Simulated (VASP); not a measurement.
Rh: single point with PBEsol

Crystal: Rh.

```
Rh
1.0
     0.00000    2.72056    2.72056
     2.72056    0.00000    2.72056
     2.72056    2.72056    0.00000
Rh
2
Cartesian
  0.0000 0.0000 0.0000
  1.3603 1.3603 1.3603
```

```json
{
 "Program": "VASP 6.6.1",
 "Task": "single point",
 "Functional": "PBEsol",
 "Potentials or basis": "VASP PAW PBE potentials, release 64 (Rh_pv)",
 "Cutoff": "520 eV",
 "k mesh": "9 × 9 × 9",
 "Occupations": "fermi-dirac, width 0.136057 eV",
 "Spin": "no spin polarisation"
}
```

```json
{
  "Pressure": "-0.1 GPa",
  "Band gap on the k mesh": "zero (band 15 reaches 7.29 eV, above the bottom of band 16 at 6.26 eV)"
}
```

Levels at points of the mesh, in eV from the Fermi level:
```csv
k point,band 12,band 13,band 14,band 15,band 16,band 17,band 18,band 19
"(0.00, 0.00, 0.00)",-4.06,-1.49,-1.49,-1.49,0.44,0.44,12.59,12.89
```

It took 23 s on 1 thread of Intel(R) Xeon(R) Platinum 8488C (Sapphire Rapids) (shared host), peak memory 0.17 GiB.

Caveat: the PAW data sets were made with another functional, which shifts forces and pressure a little.
